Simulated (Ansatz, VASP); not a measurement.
## Re in VASP and in Ansatz

```xyz
2
Lattice="2.6540 0.0000 0.0000 -1.3270 2.2984 0.0000 0.0000 0.0000 4.2436" Properties=species:S:1:pos:R:3 pbc="T T T"
Re    0.0000    1.5323    1.0609
Re    1.3270    0.7661    3.1827
```

Change from the starting cell: volume scaled by 1.06, crystal datasets.

Alike in both runs: task electric field gradients; functional PBEsol; k mesh 18 × 18 × 10; occupations fermi-dirac, width 0.05 eV; no spin polarisation.

|  | VASP | Ansatz |
| --- | --- | --- |
| version | VASP 6.6.1 | Ansatz 0.2.0 |
| potentials or method | VASP PAW PBE potentials, release 64 (Re), cutoff 520 eV | all-electron PAW with datasets made for the crystal, scalar-relativistic |

VASP gave:

| Item | Value |
| --- | --- |
| pressure (GPa) | 61.1 |
| traceless stress, the component that is largest in VASP (GPa) | 4.59 |
| size of Vzz on the site where it differs most (V/Å²) | 103.9 |

Q: Which values does Ansatz return?

A: Pressure (GPa): 59.1; traceless stress, the component that is largest in VASP (GPa): 4.70; size of Vzz on the site where it differs most (V/Å²): 84.9.

VASP's potentials were made for PBE, not for PBEsol. Both programs put the cell under a high pressure, so it lies far from rest at this level. Ansatz ran all-electron here, and VASP with PAW potentials.

Neither program's run includes spin-orbit coupling. Noted on VASP's run: the cell as given lies far from equilibrium.
